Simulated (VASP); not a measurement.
Crystal: NbC2.

```
Nb C
1.0
     4.60596    0.00000    0.00000
     0.00000    4.60596    0.00000
     0.00000    0.00000    4.60596
Nb C
2 4
Direct
  0.00000 0.00000 0.00000
  0.50000 0.50000 0.50000
  0.75000 0.75000 0.75000
  0.25000 0.25000 0.75000
  0.25000 0.75000 0.25000
  0.75000 0.25000 0.25000
```

The cell was generated, and may not be a known phase.

| Property | Result |
| --- | --- |
| Program | VASP 6.6.1 |
| Task | relaxation of cell and atoms |
| Functional | PBE |
| Potentials or basis | VASP PAW PBE potentials, release 64 (Nb_sv, C) |
| Cutoff | 600 eV |
| k mesh | 4 × 4 × 4 |
| Occupations | gaussian, width 0.1 eV |
| Spin | no spin polarisation |

At the start: pressure 5.1 GPa; volume 16.29 Å³/atom.

Question: How do energy, volume and symmetry change on relaxing?

Answer: Over 3 steps the energy falls by 10.0 meV/atom and the volume is 16.94 Å³/atom (+4.0 %); space group Pn-3m (No. 224, to 0.1 Å) before and after.

Step by step:
```tsv
step	energy change (eV)	largest force (eV/Å)	pressure (GPa)	volume (Å³)
1	0.0000	0.0000	5.06	97.71
2	-0.0159	0.0000	-3.90	105.18
3	-0.0603	0.0000	-0.02	101.65
```

Final structure:
```
CELL_PARAMETERS angstrom
4.66695 0.00000 0.00000
0.00000 4.66695 0.00000
0.00000 0.00000 4.66695
ATOMIC_POSITIONS crystal
Nb 0.00000 0.00000 0.00000
Nb 0.50000 0.50000 0.50000
C 0.75000 0.75000 0.75000
C 0.25000 0.25000 0.75000
C 0.25000 0.75000 0.25000
C 0.75000 0.25000 0.25000
```
